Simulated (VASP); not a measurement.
The system is HfN2.

```
Hf N
1.0
     0.00000    3.23836    3.23836
     3.23836    0.00000    3.23836
     3.23836    3.23836    0.00000
Hf N
2 4
Direct
  0.00000 0.00000 0.00000
  0.25000 0.25000 0.25000
  0.62500 0.62500 0.62500
  0.12500 0.62500 0.62500
  0.62500 0.62500 0.12500
  0.62500 0.12500 0.62500
```

```yaml
Program: VASP 6.6.1
Task: relaxation of cell and atoms
Functional: PBE
Potentials_or_basis: VASP PAW PBE potentials, release 64 (Hf_pv, N)
Cutoff: 600 eV
k_mesh: 6 × 6 × 6
Occupations: gaussian, width 0.1 eV
Spin: no spin polarisation
```

At the start: pressure -12.9 GPa; volume 11.32 Å³/atom.

Problem. How do energy, volume and symmetry change on relaxing?

Solution. Over 3 steps the energy falls by 40.3 meV/atom and the volume is 10.39 Å³/atom (-8.2 %); space group Fd-3m (No. 227, to 0.1 Å) before and after.

Step by step:
```tsv
step	energy change (eV)	largest force (eV/Å)	pressure (GPa)	volume (Å³)
1	0.0000	0.0000	-12.86	67.92
2	-0.1540	0.0000	9.90	59.38
3	-0.2417	0.0000	-0.04	62.36
```

Final structure:
```
Hf N
1.0
     0.00000    3.14750    3.14750
     3.14750    0.00000    3.14750
     3.14750    3.14750    0.00000
Hf N
2 4
Direct
  0.00000 0.00000 0.00000
  0.25000 0.25000 0.25000
  0.62500 0.62500 0.62500
  0.12500 0.62500 0.62500
  0.62500 0.62500 0.12500
  0.62500 0.12500 0.62500
```
